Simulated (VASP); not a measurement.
Write the native input for VASP 6.6.1 that does the following.

```
Task                   : single point
Functional             : r2SCAN
Potentials or basis    : VASP PAW PBE potentials, release 64 (Si)
Cutoff                 : 520 eV
k mesh                 : 8 × 8 × 8
Occupations            : gaussian, width 0.01 eV
Spin                   : no spin polarisation
Dipole correction      : no
Further INCAR settings : ALGO = Normal; EDIFF = 1e-06; NBANDS = 11
```

Crystal: Si.

```
Si
1.0
     0.00000    2.68759    2.68759
     2.68759    0.00000    2.68759
     2.68759    2.68759    0.00000
Si
2
Direct
  0.25000 0.25000 0.25000
  0.00000 0.00000 0.00000
```

These files were run (other wordings do the same):

POSCAR

```
Si
1.0
    0.0000000000      2.6875931409      2.6875931409
    2.6875931409      0.0000000000      2.6875931409
    2.6875931409      2.6875931409      0.0000000000
Si
2
Direct
    0.2500000000      0.2500000000      0.2500000000
    0.0000000000      0.0000000000      0.0000000000
```

INCAR.step1

```
SYSTEM = Si
  PREC = Accurate
  ENCUT = 520
  ISMEAR = 0
  SIGMA = 0.01
  LREAL = .False.
  LASPH = .True.
  NELM = 80
  NBANDS = 11
  GGA = PE
  ALGO = Normal
  EDIFF = 1E-4
  LWAVE = .True.
  LCHARG = .False.
```

INCAR.step2

```
SYSTEM = Si
  PREC = Accurate
  ENCUT = 520
  EDIFF = 1E-6
  ISMEAR = 0
  SIGMA = 0.01
  LREAL = .False.
  LASPH = .True.
  NELM = 80
  ALGO = Normal
  ISIF = 2
  LWAVE = .False.
  LCHARG = .False.
  METAGGA = R2SCAN
  LMIXTAU = .True.
  NBANDS = 11
  ISTART = 1
```

KPOINTS

```
regular mesh
0
Gamma
  8 8 8
  0 0 0
```

Potentials or basis: VASP PAW PBE potentials, release 64 (Si).

The run is started by

```sh
$ cat potpaw_PBE.64/Si/POTCAR > POTCAR
$ cp INCAR.step1 INCAR
$ mpirun -np 1 vasp_std > vasp.out
$ cp INCAR.step2 INCAR
$ mpirun -np 1 vasp_std > vasp.out
```

Results of the run:

```yaml
Pressure: 3.8 GPa
Band_gap_on_the_k_mesh: 0.76 eV, indirect (least direct gap 2.77 eV)
```

Caveat: the PAW data sets were made with another functional, which shifts forces and pressure a little.

Wall time 33 s on 1 thread of Intel(R) Xeon(R) Platinum 8488C (Sapphire Rapids), with other jobs on the host, peak memory 0.15 GiB.
